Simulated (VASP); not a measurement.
# Pt (P6_3/mmc) in VASP: a series of runs, part 2 of 2

VASP 6.6.1.

## 4. Single point, LDA, collinear spin, ferromagnetic start

This run uses another cell than the first one, of 13.52 Å³/atom, 0.771 times its volume.

INCAR reads:

```
SYSTEM = Pt
PREC = Accurate
ENCUT = 520
EDIFF = 1E-6
ISMEAR = 0
SIGMA = 0.15
LREAL = .FALSE.
LASPH = .TRUE.
NELM = 150
ALGO = Normal
ISIF = 2
LWAVE = .FALSE.
LCHARG = .TRUE.
ISPIN = 2
MAGMOM = 0.45 0.45
LORBIT = 11
NUPDOWN = 0.9
LMAXMIX = 4
GGA = CA
LELF = .TRUE.
LVHAR = .TRUE.
NBANDS = 21
```

KPOINTS reads:

```
regular mesh
0
G
  21 21 10
  0 0 0
```

POSCAR reads:

```
Pt
1.0
    2.6244633715      0.0000000000      0.0000000000
   -1.3122316858      2.2728519510      0.0000000000
    0.0000000000      0.0000000000      4.5317559673
Pt
2
Direct
    0.6666666667      0.3333333333      0.7500000000
    0.3333333333      0.6666666667      0.2500000000
```

Potentials or basis: VASP PAW LDA potentials, release 64 (Pt).

On the command line:

```
cat potpaw_LDA.64/Pt/POTCAR > POTCAR
mpirun -np 1 vasp_std > vasp.out
```

OUTCAR:

```text
SYSTEM = Pt
   PREC = Accurate
   ENCUT = 520
   EDIFF = 1E-6
   ISMEAR = 0
   LREAL = .FALSE.
   LASPH = .TRUE.
   NELM = 150
   ISIF = 2
   ISPIN = 2
   LORBIT = 11
   NUPDOWN = 0.9
   GGA = CA

 ion  position               nearest neighbor table
   1  0.667  0.333  0.750-   2 2.73   2 2.73   2 2.73   2 2.73   2 2.73   2 2.73
   2  0.333  0.667  0.250-   1 2.73   1 2.73   1 2.73   1 2.73   1 2.73   1 2.73

  LATTYP: Found a hexagonal cell.
 ALAT       =     2.6244633715
 C/A-ratio  =     1.7267362222

  Lattice vectors:

 A1 = (   2.6244633715,   0.0000000000,   0.0000000000)
 A2 = (  -1.3122316858,   2.2728519510,   0.0000000000)
 A3 = (   0.0000000000,   0.0000000000,   4.5317559673)

Analysis of symmetry for initial positions (statically):
=====================================================================
 Subroutine PRICEL returns:
 Original cell was already a primitive cell.

 Routine SETGRP: Setting up the symmetry group for a
 hexagonal supercell.

 Subroutine GETGRP returns: Found 24 space group operations
 (whereof 12 operations were pure point group operations)
 out of a pool of 24 trial point group operations.

The static configuration has the point symmetry D_3d.
 The point group associated with its full space group is D_6h.

Analysis of symmetry for dynamics (positions and initial velocities):
=====================================================================
 Subroutine PRICEL returns:
 Original cell was already a primitive cell.

 Routine SETGRP: Setting up the symmetry group for a
 hexagonal supercell.

 Subroutine GETGRP returns: Found 24 space group operations
 (whereof 12 operations were pure point group operations)
 out of a pool of 24 trial point group operations.

The dynamic configuration has the point symmetry D_3d.
 The point group associated with its full space group is D_6h.

Analysis of structural, dynamic, and magnetic symmetry:
=====================================================================
 Subroutine PRICEL returns:
 Original cell was already a primitive cell.

 Routine SETGRP: Setting up the symmetry group for a
[... 152 lines left out ...]
  free energy    TOTEN  =       -14.52532639 eV

  energy without entropy =      -14.49686799  energy(sigma->0) =      -14.51109719

 E-fermi :  13.2363     XC(G=0): -14.3249

 val. band max:       13.6036035694   @ k =   0.4286   0.0476   0.2000
 cond. band min:      13.2375905616   @ k =   0.2381   0.1429   0.0000
 fundamental gap:     -0.3660130077
 Fermi energy:        13.6043962559

 spin component 1

 k-point     1 :       0.0000    0.0000    0.0000
  band No.  band energies     occupation
      1       1.8228      1.00000
      2       4.5546      1.00000
      3       8.1969      1.00000
      4       8.8643      1.00000
      5       8.8643      1.00000
      6       9.3548      1.00000
[... 565 lines left out ...]
     20      35.9482      0.00000
     21      37.1604      0.00000

 [... further k-points ...]

 spin component 2

 k-point     1 :       0.0000    0.0000    0.0000
  band No.  band energies     occupation
      1       1.9268      1.00000
      2       4.7337      1.00000
      3       8.4520      1.00000
      4       9.1085      1.00000
      5       9.1085      1.00000
      6       9.6048      1.00000
[... 565 lines left out ...]
     20      36.0760      0.00000
     21      37.3062      0.00000

 [... further k-points ...]

------------------------ aborting loop because EDIFF is reached ----------------------------------------

  FORCE on cell =-STRESS in cart. coord.  units (eV):
  Direction    XX          YY          ZZ          XY          YZ          ZX
  --------------------------------------------------------------------------------------
  -------------------------------------------------------------------------------------
  Total        7.2114251      7.2114251      5.5086151     -0.0000000     -0.0000000      0.0000000
  in kB      427.4186804    427.4186804    326.4937178     -0.0000000     -0.0000000      0.0000000
  external PRESSURE =     393.7770262 kB  Pullay stress =       0.0000000 kB

 VOLUME and BASIS-vectors are now :
 -----------------------------------------------------------------------------
  energy-cutoff  :      520.00
  volume of cell :       27.03
      direct lattice vectors                 reciprocal lattice vectors
     2.624463372  0.000000000  0.000000000     0.381030275  0.219987932  0.000000000
    -1.312231686  2.272851951  0.000000000     0.000000000  0.439975864  0.000000000
     0.000000000  0.000000000  4.531755967     0.000000000  0.000000000  0.220665015

 POSITION                                       TOTAL-FORCE (eV/Angst)
 -----------------------------------------------------------------------------------
      1.31223      0.75762      3.39882         0.000000      0.000000      0.000000
     -0.00000      1.51523      1.13294        -0.000000     -0.000000      0.000000
 -----------------------------------------------------------------------------------
    total drift:                               -0.000000      0.000000     -0.000000

  FREE ENERGIE OF THE ION-ELECTRON SYSTEM (eV)
  ---------------------------------------------------
  free  energy   TOTEN  =       -14.5253263914 eV

  energy  without entropy=      -14.4968679854  energy(sigma->0) =      -14.51109719

 total charge

# of ion       s       p       d       tot
------------------------------------------
    1        0.708   0.768   8.173   9.649
    2        0.708   0.768   8.173   9.649
--------------------------------------------------
tot          1.417   1.535  16.346  19.298

 magnetization (x)

# of ion       s       p       d       tot
------------------------------------------
    1        0.004   0.003   0.432   0.439
    2        0.004   0.003   0.432   0.439
--------------------------------------------------
tot          0.008   0.006   0.865   0.879
```

It took 2.9 min on 1 thread of Intel Xeon Platinum 8259CL at 2.50GHz (Skylake/Cascade Lake), shared host; peak memory 0.31 GiB.

What came out:

| Item | Value |
| --- | --- |
| Free energy | -14.5253 eV |
| Pressure | 39.4 GPa |
| Net moment | 0.90 μB per cell |
| Site moments | Pt +0.44 μB |
| Valence electrons inside the program's atomic spheres | Pt 9.65 |

Caveat: spin-orbit coupling is left out, which moves the levels of the heavy elements; the total moment is fixed, so each spin has its own Fermi level.

## 5. Single point, LDA, collinear spin, ferromagnetic start

INCAR reads:

```
ALGO = Fast ; EDIFF = 1E-6
ENCUT = 520 ; ISIF = 2
ISMEAR = 0 ; ISPIN = 2
LASPH = True ; LCHARG = False
LMAXMIX = 4 ; LORBIT = 11
LREAL = False ; LWAVE = False
MAGMOM = 0.1 0.1 ; NBANDS = 21
NELM = 150 ; NUPDOWN = 0.2
PREC = Accurate ; SIGMA = 0.15
```

KPOINTS reads:

```
k-points
0
Gamma
  21 21 10
```

POSCAR reads:

```
Pt
1.0
    2.8619386323      0.0000000000      0.0000000000
   -1.4309693161      2.4785115596      0.0000000000
    0.0000000000      0.0000000000      4.9418131020
Pt
2
Direct
    0.6666666667      0.3333333333      0.7500000000
    0.3333333333      0.6666666667      0.2500000000
```

On the command line:

```
cat potpaw_LDA.64/Pt/POTCAR > POTCAR
mpirun -np 1 vasp_std > vasp.out
```

Run time: 4.9 min. Hardware: 1 thread of AMD EPYC 7R13 (Zen 3), shared host; peak memory 0.35 GiB.

It converged, with:

- Free energy: -14.2873 eV
- Pressure: -31.4 GPa
- Net moment: 0.20 μB per cell
- Site moments: Pt +0.10 μB
- Valence electrons inside the program's atomic spheres: Pt 8.97

Stress tensor (GPa, compression positive):
```
-32.38   0.00   0.00
  0.00 -32.38   0.00
  0.00   0.00 -29.45
```

Caveat: spin-orbit coupling is left out, which moves the levels of the heavy elements; the total moment is fixed, so each spin has its own Fermi level.

## 6. The runs side by side

```csv
fixed moment (μB),cell,pressure (GPa),moment (μB)
0.6,"a = 2.862, b = 2.862, c = 4.942 Å, angles 90.0, 90.0, 120.0°, 2 atoms",-31.1,0.60
0.3,"a = 2.624, b = 2.624, c = 4.532 Å, angles 90.0, 90.0, 120.0°, 2 atoms",38.1,0.30
0.9,"a = 2.624, b = 2.624, c = 4.532 Å, angles 90.0, 90.0, 120.0°, 2 atoms",39.4,0.90
0.2,"a = 2.862, b = 2.862, c = 4.942 Å, angles 90.0, 90.0, 120.0°, 2 atoms",-31.4,0.20
```

Alike in all rows: task single point; level LDA; potentials or basis VASP PAW LDA potentials, release 64 (Pt); spin collinear, ferromagnetic start; k mesh 21 × 21 × 10; cutoff (eV) 520; smearing gaussian 0.15 eV.

Caveats: spin-orbit coupling is left out, which moves the levels of the heavy elements; the total moment is fixed, so each spin has its own Fermi level.

Absolute energies hang on the potentials; compare differences alone.
